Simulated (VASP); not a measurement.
# CoO (R-3m) in VASP: a series of runs

Runs on CoO. Level: PBE+U. Tasks: single point.

All numbers are computed with VASP 6.6.1; they aren't measurements. Logs are shortened: lines on timing, memory, paths and dates and some standing lists are left out, and cuts for length are marked.

## 1. The cell of the first run

It takes space group R-3m (No. 166, trigonal). Conventional cell: a = 2.858 Å, b = 2.858 Å, c = 6.902 Å, α = 90.00°, β = 90.00°, γ = 120.00°. Co (site symmetry -3m) has 6 O at 2.01 Å within 2.7 Å. O (site symmetry -3m) has 6 Co at 2.01 Å within 2.7 Å.

## 2. Single point, PBE+U, collinear spin, ferromagnetic start

Input file INCAR:

```
SYSTEM = CoO
PREC = Accurate
ENCUT = 520
EDIFF = 1E-6
ISMEAR = 0
SIGMA = 0.02
LREAL = .FALSE.
LASPH = .TRUE.
NELM = 150
ALGO = Normal
ISIF = 2
LWAVE = .FALSE.
LCHARG = .TRUE.
ISPIN = 2
MAGMOM = 2.82 0.28
LORBIT = 11
LMAXMIX = 4
LDAU = .TRUE.
LDAUTYPE = 2
LDAUL = 2 -1
LDAUU = 3.32 0
LDAUJ = 0 0
LDAUPRINT = 1
GGA = PE
LELF = .TRUE.
LVHAR = .TRUE.
NBANDS = 18
```

Input file KPOINTS:

```
regular mesh
0
G
  12 12 12
  0 0 0
```

Input file POSCAR:

```
CoO
1.0
    1.4288838134      0.8249664542      2.3007894517
   -1.4288838134      0.8249664542      2.3007894517
    0.0000000000     -1.6499329086      2.3007894517
Co O
1 1
Direct
    0.0000000000      0.0000000000      0.0000000000
    0.5000000000      0.5000000000      0.5000000000
```

Potentials or basis: VASP PAW PBE potentials, release 64 (Co, O).

The run is started by

```bash
$ cat potpaw_PBE.64/Co/POTCAR potpaw_PBE.64/O/POTCAR > POTCAR
$ mpirun -np 1 vasp_std > vasp.out
```

OUTCAR:

```text
SYSTEM = CoO
   PREC = Accurate
   ENCUT = 520
   EDIFF = 1E-6
   ISMEAR = 0
   LREAL = .FALSE.
   LASPH = .TRUE.
   NELM = 150
   ISIF = 2
   ISPIN = 2
   LORBIT = 11
   GGA = PE

 ion  position               nearest neighbor table
   1  0.000  0.000  0.000-   2 2.01   2 2.01   2 2.01   2 2.01   2 2.01   2 2.01
   2  0.500  0.500  0.500-   1 2.01   1 2.01   1 2.01   1 2.01   1 2.01   1 2.01

  LATTYP: Found a trigonal (rhomboedric) cell.
 ALAT       =     2.8312383693
 COS(alpha) =     0.4905859041

  Lattice vectors:

 A1 = (   1.4288838134,   0.8249664542,   2.3007894517)
 A2 = (  -1.4288838134,   0.8249664542,   2.3007894517)
 A3 = (   0.0000000000,  -1.6499329086,   2.3007894517)

Analysis of symmetry for initial positions (statically):
=====================================================================
 Subroutine PRICEL returns:
 Original cell was already a primitive cell.

 Routine SETGRP: Setting up the symmetry group for a
 trigonal (rhombohedral) supercell.

 Subroutine GETGRP returns: Found 12 space group operations
 (whereof 12 operations were pure point group operations)
 out of a pool of 12 trial point group operations.

The static configuration has the point symmetry D_3d.

Analysis of symmetry for dynamics (positions and initial velocities):
=====================================================================
 Subroutine PRICEL returns:
 Original cell was already a primitive cell.

 Routine SETGRP: Setting up the symmetry group for a
 trigonal (rhombohedral) supercell.

 Subroutine GETGRP returns: Found 12 space group operations
 (whereof 12 operations were pure point group operations)
 out of a pool of 12 trial point group operations.

The dynamic configuration has the point symmetry D_3d.

Analysis of structural, dynamic, and magnetic symmetry:
=====================================================================
 Subroutine PRICEL returns:
 Original cell was already a primitive cell.

 Routine SETGRP: Setting up the symmetry group for a
 trigonal (rhombohedral) supercell.

 Subroutine GETGRP returns: Found 12 space group operations
 (whereof 12 operations were pure point group operations)
 out of a pool of 12 trial point group operations.

The overall configuration has the point symmetry D_3d.

 Subroutine INISYM returns: Found 12 space group operations
 (whereof 12 operations are pure point group operations),
 and found     1 'primitive' translations

----------------------------------------------------------------------------------------

                                     Primitive cell

  volume of cell :      16.2728

  direct lattice vectors                    reciprocal lattice vectors
     1.428883813  0.824966454  2.300789452     0.349923482  0.202028417  0.144877808
    -1.428883813  0.824966454  2.300789452    -0.349923482  0.202028417  0.144877808
     0.000000000 -1.649932909  2.300789452     0.000000000 -0.404056834  0.144877808

  length of vectors
     2.831238369  2.831238369  2.831238369     0.429245273  0.429245273  0.429245273

  position of ions in fractional coordinates (direct lattice)
     0.000000000  0.000000000  0.000000000
     0.500000000  0.500000000  0.500000000

  ion indices of the primitive-cell ions
   primitive index   ion index
                 1           1
                 2           2

----------------------------------------------------------------------------------------

 KPOINTS: regular mesh

Automatic generation of k-mesh.
 Grid dimensions read from file:
 generate k-points for:   12   12   12

 Generating k-lattice:

  Cartesian coordinates                     Fractional coordinates (reciprocal lattice)
     0.029160290  0.016835701  0.012073151     0.083333333  0.000000000 -0.000000000
    -0.029160290  0.016835701  0.012073151     0.000000000  0.083333333 -0.000000000
     0.000000000 -0.033671403  0.012073151     0.000000000  0.000000000  0.083333333
[... 65 lines left out ...]
   POTIM  = 0.5000    time-step for ionic-motion
   TEBEG  =    0.0;   TEEND  =   0.0 temperature during run
   PSTRESS=    0.0 pullay stress
   NELECT =      15.0000    total number of electrons
   NUPDOWN=      -1.0000    fix difference up-down
   EMIN   =  10.00;   EMAX   =-10.00  energy-range for DOS
   EFERMI =   0.00;   METHOD = LEGACY
   ISMEAR =     0;   SIGMA  =   0.02  broadening in eV -4-tet -1-fermi 0-gaus
   EFERMI_NEDOS =   21; number of points for ismear=-14 and -15
   IALGO  =     38    algorithm
   IMIX   =      4    mixing-type and parameters
     AMIX     =   0.40;   BMIX     =  1.00
     AMIX_MAG =   1.60;   BMIX_MAG =  1.00
  volume/ion in A,a.u.               =       8.14        54.91
  Fermi-wavevector in a.u.,A,eV,Ry     =   1.593253  3.010812 34.537788  2.538456
  Thomas-Fermi vector in A             =   2.691512
   LORBIT       =     11    0 simple, 1 ext, 2 COOP (PROOUT), +10 PAW based schemes
 LDA+U is selected, type is set to LDAUTYPE =  2
[... 14 lines left out ...]
 NGX is ok and might be reduce to    24
   NGX = 11   NGY = 11   NGZ = 11

atom =   1  type =  1  l = 2

 onsite density matrix

spin component  1

  0.9962 -0.0000 -0.0000 -0.0304 -0.0000
 -0.0000  1.0168 -0.0000 -0.0000 -0.0304
 -0.0000 -0.0000  0.9716 -0.0000 -0.0000
 -0.0304 -0.0000 -0.0000  1.0168  0.0000
 -0.0000 -0.0304 -0.0000  0.0000  0.9962

spin component  2

  0.4700  0.0000 -0.0000  0.1199  0.0000
  0.0000  0.2143 -0.0000 -0.0000  0.1199
 -0.0000 -0.0000  0.9594  0.0000 -0.0000
  0.1199 -0.0000  0.0000  0.2143 -0.0000
  0.0000  0.1199 -0.0000 -0.0000  0.4700

 occupancies and eigenvectors

  o =  0.1669  v =  0.0000  0.0000  0.0000  0.0000  0.0000  0.0000  0.9299  0.0000 -0.0000 -0.3678      0.0000  0.0000  0.0000  0.0000  0.0000  0.0000  0.0000  0.0000  0.0000  0.0000
  o =  0.1669  v =  0.0000  0.0000  0.0000  0.0000  0.0000  0.3678 -0.0000  0.0000 -0.9299  0.0000      0.0000  0.0000  0.0000  0.0000  0.0000  0.0000  0.0000  0.0000  0.0000  0.0000
  o =  0.5175  v =  0.0000  0.0000  0.0000  0.0000  0.0000  0.9299 -0.0000 -0.0000  0.3678 -0.0000      0.0000  0.0000  0.0000  0.0000  0.0000  0.0000  0.0000  0.0000  0.0000  0.0000
  o =  0.5175  v =  0.0000  0.0000  0.0000  0.0000  0.0000  0.0000  0.3678  0.0000  0.0000  0.9299      0.0000  0.0000  0.0000  0.0000  0.0000  0.0000  0.0000  0.0000  0.0000  0.0000
  o =  0.9594  v =  0.0000  0.0000  0.0000  0.0000  0.0000 -0.0000 -0.0000  1.0000  0.0000 -0.0000      0.0000  0.0000  0.0000  0.0000  0.0000  0.0000  0.0000  0.0000  0.0000  0.0000
  o =  0.9716  v = -0.0000 -0.0000 -1.0000 -0.0000 -0.0000  0.0000  0.0000  0.0000  0.0000  0.0000      0.0000  0.0000  0.0000  0.0000  0.0000  0.0000  0.0000  0.0000  0.0000  0.0000
  o =  0.9744  v =  0.8126  0.0000 -0.0000  0.5828  0.0000  0.0000  0.0000  0.0000  0.0000  0.0000      0.0000  0.0000  0.0000  0.0000  0.0000  0.0000  0.0000  0.0000  0.0000  0.0000
  o =  0.9744  v =  0.0000 -0.5828  0.0000  0.0000 -0.8126  0.0000  0.0000  0.0000  0.0000  0.0000      0.0000  0.0000  0.0000  0.0000  0.0000  0.0000  0.0000  0.0000  0.0000  0.0000
  o =  1.0387  v =  0.0000 -0.8126 -0.0000 -0.0000  0.5828  0.0000  0.0000  0.0000  0.0000  0.0000      0.0000  0.0000  0.0000  0.0000  0.0000  0.0000  0.0000  0.0000  0.0000  0.0000
  o =  1.0387  v = -0.5828 -0.0000 -0.0000  0.8126  0.0000  0.0000  0.0000  0.0000  0.0000  0.0000      0.0000  0.0000  0.0000  0.0000  0.0000  0.0000  0.0000  0.0000  0.0000  0.0000

 number of electron      14.9999998 magnetization       3.0000237

 Free energy of the ion-electron system (eV)
  ---------------------------------------------------
  ext. energy  EPLUGINS =         0.00000000
  ---------------------------------------------------
  free energy    TOTEN  =       -11.11035109 eV

  energy without entropy =      -11.11015349  energy(sigma->0) =      -11.11025229

 E-fermi :  10.2179     XC(G=0): -13.3933

 val. band max:       10.2157085578   @ k =   0.4167   0.3333   0.3333
 cond. band min:      10.2270379416   @ k =   0.5000   0.0000   0.0000
 fundamental gap:      0.0113293839
 Fermi energy:        10.2178880900

 spin component 1

 k-point     1 :       0.0000    0.0000    0.0000
  band No.  band energies     occupation
      1     -11.1913      1.00000
      2       5.1262      1.00000
      3       5.1262      1.00000
      4       5.2230      1.00000
      5       5.2230      1.00000
      6       5.9744      1.00000
[... 1001 lines left out ...]
     17      41.0826      0.00000
     18      43.1247      0.00000

 [... further k-points ...]

------------------------ aborting loop because EDIFF is reached ----------------------------------------

  FORCE on cell =-STRESS in cart. coord.  units (eV):
  Direction    XX          YY          ZZ          XY          YZ          ZX
  --------------------------------------------------------------------------------------
  -------------------------------------------------------------------------------------
  Total        4.7628757      4.7628757      4.4411052      0.0000000     -0.0000000      0.0000000
  in kB      468.9413101    468.9413100    437.2605659      0.0000000     -0.0000000      0.0000000
  external PRESSURE =     458.3810620 kB  Pullay stress =       0.0000000 kB

 VOLUME and BASIS-vectors are now :
 -----------------------------------------------------------------------------
  energy-cutoff  :      520.00
  volume of cell :       16.27
      direct lattice vectors                 reciprocal lattice vectors
     1.428883813  0.824966454  2.300789452     0.349923482  0.202028417  0.144877808
    -1.428883813  0.824966454  2.300789452    -0.349923482  0.202028417  0.144877808
     0.000000000 -1.649932909  2.300789452     0.000000000 -0.404056834  0.144877808

 POSITION                                       TOTAL-FORCE (eV/Angst)
 -----------------------------------------------------------------------------------
      0.00000      0.00000      0.00000         0.000000     -0.000000     -0.000000
      0.00000     -0.00000      3.45118         0.000000      0.000000      0.000000
 -----------------------------------------------------------------------------------
    total drift:                               -0.000000      0.000000     -0.000000

  FREE ENERGIE OF THE ION-ELECTRON SYSTEM (eV)
  ---------------------------------------------------
  free  energy   TOTEN  =       -11.1103510902 eV

  energy  without entropy=      -11.1101534872  energy(sigma->0) =      -11.11025229

 total charge

# of ion       s       p       d       tot
------------------------------------------
    1        0.355   0.502   7.293   8.150
    2        1.555   3.550   0.000   5.105
--------------------------------------------------
tot          1.909   4.052   7.293  13.255

 magnetization (x)

# of ion       s       p       d       tot
------------------------------------------
    1        0.022   0.021   2.667   2.710
    2        0.029   0.253   0.000   0.282
--------------------------------------------------
tot          0.051   0.274   2.667   2.993
```

Wall time 2.2 min (1 thread of Intel Xeon Platinum 8259CL at 2.50GHz (Skylake/Cascade Lake), shared host); peak memory 0.21 GiB.

Results:

```
Free energy                                           : -11.1104 eV
Pressure                                              : 45.8 GPa
Band gap on the k mesh                                : zero (filled and empty bands overlap)
Net moment                                            : 3.00 μB per cell
Site moments                                          : Co +2.71; O +0.28 μB
Valence electrons inside the program's atomic spheres : Co 8.15; O 5.11
```

Eigenvalues of the final occupation matrices:
| site | spin | trace | eigenvalues |
| --- | --- | --- | --- |
| site 1 d | 1 | 5.00 | 0.97 0.97 0.97 1.04 1.04 |
| site 1 d | 2 | 2.33 | 0.17 0.17 0.52 0.52 0.96 |

Caveat: a cell with one magnetic atom can't hold antiferromagnetic order, which such compounds often take.

## 3. Single point, PBE+U, collinear spin, ferromagnetic start

Input file INCAR:

```
SYSTEM = CoO
  ALGO = Normal
  EDIFF = 1E-7
  ENCUT = 520
  GGA = PE
  ISIF = 2
  ISMEAR = 0
  ISPIN = 2
  LASPH = .TRUE.
  LCHARG = .FALSE.
  LDAU = .TRUE.
  LDAUJ = 0 0
  LDAUL = 2 -1
  LDAUPRINT = 1
  LDAUTYPE = 2
  LDAUU = 3.32 0
  LMAXMIX = 4
  LORBIT = 11
  LREAL = .FALSE.
  LWAVE = .FALSE.
  MAGMOM = 2.79 0.3
  NBANDS = 18
  NELM = 150
  PREC = Accurate
  SIGMA = 0.02
```

Input file KPOINTS:

```
k-points
0
G
  12 12 12
  0 0 0
```

POSCAR is that of step 2.

Potentials or basis: VASP PAW PBE potentials, release 64 (Co, O).

The run is started by

```bash
$ cat potpaw_PBE.64/Co/POTCAR potpaw_PBE.64/O/POTCAR > POTCAR
$ mpirun -np 1 vasp_std > vasp.out
```

It took 2.4 min on 1 thread of Intel Xeon Platinum 8259CL at 2.50GHz (Skylake/Cascade Lake), shared host; peak memory 0.22 GiB.

It converged, with:

```yaml
Free_energy: -11.1104 eV
Pressure: 45.8 GPa
Band_gap_on_the_k_mesh: zero (filled and empty bands overlap)
Net_moment: 3.00 μB per cell
Site_moments: Co +2.71; O +0.28 μB
Valence_electrons_inside_the_program's_atomic_spheres: Co 8.15; O 5.11
```

Stress tensor (GPa, compression positive):
```
46.85  0.00  0.00
 0.00 46.85  0.00
 0.00  0.00 43.67
```

Levels at points of the mesh, in eV from the Fermi level:
Spin up:
```csv
k point,band 6,band 7,band 8,band 9,band 10,band 11,band 12,band 13
"(0.00, 0.00, 0.00)",-4.24,-3.40,-3.40,-3.26,2.43,17.70,18.44,18.44
"(0.50, 0.00, 0.00)",-3.46,-2.90,-0.06,-0.03,5.82,11.31,14.83,15.17
"(0.50, 0.50, 0.00)",-4.62,-3.69,-3.61,-3.14,7.39,11.42,11.80,18.05
"(0.50, 0.50, 0.50)",-4.02,-2.33,-0.05,-0.05,5.74,11.56,14.66,14.66
```
Spin down:
```
           k point  band 2  band 3  band 4  band 5  band 6  band 7  band 8  band 9  band 10  band 11
(0.00, 0.00, 0.00)   -2.84   -2.84   -2.79   -2.74   -1.22   -1.22    1.24    1.24     3.00    17.60
(0.50, 0.00, 0.00)   -8.83   -5.23   -5.03   -1.35    0.01    0.65    4.34    4.47     6.13    12.21
(0.50, 0.50, 0.00)   -7.38   -4.36   -4.25   -3.42   -0.48    0.38    2.00    2.66     8.37    11.88
(0.50, 0.50, 0.50)   -9.06   -5.31   -5.31   -0.86    0.43    0.43    4.36    4.36     6.03    12.33
```

Eigenvalues of the final occupation matrices:
```csv
site,spin,trace,eigenvalues
site 1 d,1,5.00,0.97 0.97 0.97 1.04 1.04
site 1 d,2,2.33,0.17 0.17 0.52 0.52 0.96
```

Caveat: a cell with one magnetic atom can't hold antiferromagnetic order, which such compounds often take. The state reached can hang on the start; a lower one may exist.

## 4. Single point, PBE+U, collinear spin, ferromagnetic start

This run uses another cell than the first one, of 8.87 Å³/atom, 1.090 times its volume.

Input file INCAR:

```
SYSTEM = CoO
PREC = Accurate
ENCUT = 520
EDIFF = 1E-6
ISMEAR = 0
SIGMA = 0.02
LREAL = .FALSE.
LASPH = .TRUE.
NELM = 150
ALGO = Normal
ISIF = 2
LWAVE = .FALSE.
LCHARG = .FALSE.
ISPIN = 2
MAGMOM = 2.85 0.26
LORBIT = 11
LMAXMIX = 4
LDAU = .TRUE.
LDAUTYPE = 2
LDAUL = 2 -1
LDAUU = 3.32 0
LDAUJ = 0 0
LDAUPRINT = 1
GGA = PE
NBANDS = 18
```

Input file KPOINTS:

```
regular mesh
0
G
  12 12 12
  0 0 0
```

Input file POSCAR:

```
CoO
1.0
    1.4705769754      0.8490380126      2.3669432342
   -1.4705769754      0.8490380126      2.3669432342
    0.0000000000     -1.6980760252      2.3669432342
Co O
1 1
Direct
    0.0000000000      0.0000000000      0.0000000000
    0.5000000000      0.5000000000      0.5000000000
```

The run is started by

```bash
$ cat potpaw_PBE.64/Co/POTCAR potpaw_PBE.64/O/POTCAR > POTCAR
$ mpirun -np 1 vasp_std > vasp.out
```

Wall time 2.3 min (1 thread of Intel Xeon Platinum 8259CL at 2.50GHz (Skylake/Cascade Lake), shared host); peak memory 0.22 GiB.

It converged, with:

```
Free energy                                           : -11.3989 eV
Pressure                                              : 19.0 GPa
Band gap on the k mesh                                : zero (filled and empty bands overlap)
Net moment                                            : 3.00 μB per cell
Site moments                                          : Co +2.72; O +0.27 μB
Valence electrons inside the program's atomic spheres : Co 7.96; O 5.05
```

Stress tensor (GPa, compression positive):
```
19.66  0.00  0.00
 0.00 19.66  0.00
 0.00  0.00 17.74
```

Levels at points of the mesh, in eV from the Fermi level:
Spin up:
```csv
k point,band 5,band 6,band 7,band 8,band 9,band 10,band 11,band 12,band 13,band 14
"(0.00, 0.00, 0.00)",-4.84,-4.11,-3.08,-3.08,-2.94,1.79,17.40,17.80,17.80,18.43
"(0.50, 0.00, 0.00)",-4.07,-3.50,-2.97,-0.29,-0.26,5.56,10.38,14.18,14.49,21.18
"(0.50, 0.50, 0.00)",-4.46,-4.32,-3.82,-3.76,-3.21,6.66,10.75,11.42,16.91,17.21
"(0.50, 0.50, 0.50)",-4.06,-4.06,-2.42,-0.28,-0.28,5.48,10.62,13.99,13.99,21.18
```
Spin down:
```csv
k point,band 4,band 5,band 6,band 7,band 8,band 9
"(0.00, 0.00, 0.00)",-2.55,-2.45,-1.05,-1.05,1.38,1.38
"(0.50, 0.00, 0.00)",-4.47,-1.40,0.00,0.58,4.05,4.17
"(0.50, 0.50, 0.00)",-3.84,-3.08,-0.52,0.32,2.04,2.49
"(0.50, 0.50, 0.50)",-4.74,-0.97,0.42,0.42,4.06,4.06
```

Eigenvalues of the final occupation matrices:
```tsv
site	spin	trace	eigenvalues
site 1 d	1	4.96	0.97 0.97 0.97 1.02 1.02
site 1 d	2	2.28	0.15 0.15 0.51 0.51 0.96
```

Caveat: a cell with one magnetic atom can't hold antiferromagnetic order, which such compounds often take. The state reached can hang on the start; a lower one may exist.

## 5. Single point, PBE+U, collinear spin, ferromagnetic start

This run uses another cell than the first one, of 8.87 Å³/atom, 1.090 times its volume.

Input file INCAR:

```
PREC = Accurate
ENCUT = 520
EDIFF = 1E-6
ISMEAR = 0
SIGMA = 0.02
LREAL = False
LASPH = True
NELM = 150
ALGO = Normal
ISIF = 2
LWAVE = False
LCHARG = False
ISPIN = 2
MAGMOM = 2.82 0.28
LORBIT = 11
LMAXMIX = 4
LDAU = True
LDAUTYPE = 2
LDAUL = 2 -1
LDAUU = 3.32 0
LDAUJ = 0 0
LDAUPRINT = 1
GGA = PE
NBANDS = 18
```

Input file KPOINTS:

```
Automatic mesh
0
Gamma
  12 12 12
```

POSCAR is that of step 4.

The run is started by

```bash
$ cat potpaw_PBE.64/Co/POTCAR potpaw_PBE.64/O/POTCAR > POTCAR
$ mpirun -np 1 vasp_std > vasp.out
```

Run time: 2.2 min. Hardware: 1 thread of Intel Xeon Platinum 8259CL at 2.50GHz (Skylake/Cascade Lake), shared host; peak memory 0.22 GiB.

Results (log left out):

```
Free energy                                           : -11.3989 eV
Pressure                                              : 19.0 GPa
Band gap on the k mesh                                : zero (filled and empty bands overlap)
Net moment                                            : 3.00 μB per cell
Site moments                                          : Co +2.72; O +0.27 μB
Valence electrons inside the program's atomic spheres : Co 7.96; O 5.05
```

Stress tensor (GPa, compression positive):
```
19.66  0.00  0.00
 0.00 19.66  0.00
 0.00  0.00 17.74
```

Levels at points of the mesh, in eV from the Fermi level:
Spin up:
| k point | band 5 | band 6 | band 7 | band 8 | band 9 | band 10 | band 11 | band 12 | band 13 | band 14 |
| --- | --- | --- | --- | --- | --- | --- | --- | --- | --- | --- |
| (0.00, 0.00, 0.00) | -4.84 | -4.11 | -3.08 | -3.08 | -2.94 | 1.79 | 17.40 | 17.80 | 17.80 | 18.43 |
| (0.50, 0.00, 0.00) | -4.07 | -3.50 | -2.97 | -0.29 | -0.26 | 5.56 | 10.38 | 14.18 | 14.49 | 21.18 |
| (0.50, 0.50, 0.00) | -4.46 | -4.32 | -3.82 | -3.76 | -3.21 | 6.66 | 10.75 | 11.42 | 16.91 | 17.21 |
| (0.50, 0.50, 0.50) | -4.06 | -4.06 | -2.42 | -0.28 | -0.28 | 5.48 | 10.62 | 13.99 | 13.99 | 21.18 |
Spin down:
```
           k point  band 4  band 5  band 6  band 7  band 8  band 9
(0.00, 0.00, 0.00)   -2.55   -2.45   -1.05   -1.05    1.38    1.38
(0.50, 0.00, 0.00)   -4.47   -1.40    0.00    0.58    4.05    4.17
(0.50, 0.50, 0.00)   -3.84   -3.08   -0.52    0.32    2.04    2.49
(0.50, 0.50, 0.50)   -4.74   -0.97    0.42    0.42    4.06    4.06
```

Eigenvalues of the final occupation matrices:
```csv
site,spin,trace,eigenvalues
site 1 d,1,4.96,0.97 0.97 0.97 1.02 1.02
site 1 d,2,2.28,0.15 0.15 0.51 0.51 0.96
```

Caveat: a cell with one magnetic atom can't hold antiferromagnetic order, which such compounds often take.
